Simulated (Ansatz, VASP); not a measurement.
**One calculation of SrTi2O4, two programs**

```
Sr Ti O
1.0
     0.00000    4.52552    4.52552
     4.52552    0.00000    4.52552
     4.52552    4.52552    0.00000
Sr Ti O
2 4 8
Direct
  0.75000 0.75000 0.75000
  0.50000 0.50000 0.50000
  0.12500 0.12500 0.62500
  0.62500 0.12500 0.12500
  0.12500 0.62500 0.12500
  0.12500 0.12500 0.12500
  0.89630 0.89630 0.89630
  0.89630 0.31109 0.89630
  0.31109 0.89630 0.89630
  0.35370 0.35370 0.93891
  0.89630 0.89630 0.31109
  0.35370 0.93891 0.35370
  0.93891 0.35370 0.35370
  0.35370 0.35370 0.35370
```

Alike in both runs: functional PBE; k mesh 3 × 3 × 3; occupations gaussian, width 0.15 eV; collinear spin.

Ansatz relaxed the structure, and its values are those at the end. VASP's run is a single point on that final structure, the one shown.

|  | VASP | Ansatz |
| --- | --- | --- |
| version | VASP 6.6.1 | Ansatz 0.2.0 |
| potentials or method | VASP PAW PBE potentials, release 64 (Sr_sv, Ti_sv, O), cutoff 520 eV | scalar-relativistic, plane waves, PAW |
| valence electrons in the cell | 116 | 116 |

Ansatz gave:

* gap on the k mesh at the Fermi level (eV): none
* pressure (GPa): 0.2
* rms of the force components (eV/Å): 0.006
* net moment per atom (μB): 0.11
* size of the moment on the site where the two differ most (μB): 0.25

**Question.** What did VASP give for the same quantities?

**Answer.** gap on the k mesh at the Fermi level (eV): none; pressure (GPa): 0.9; rms of the force components (eV/Å): 0.011; net moment per atom (μB): 0.11; size of the moment on the site where the two differ most (μB): 0.31.

Site moments also hang on the region over which each program counts them. A gap of «none» marks a metal or a gap that the smearing closes.

The k mesh is coarse, so the values compare programs but aren't converged.
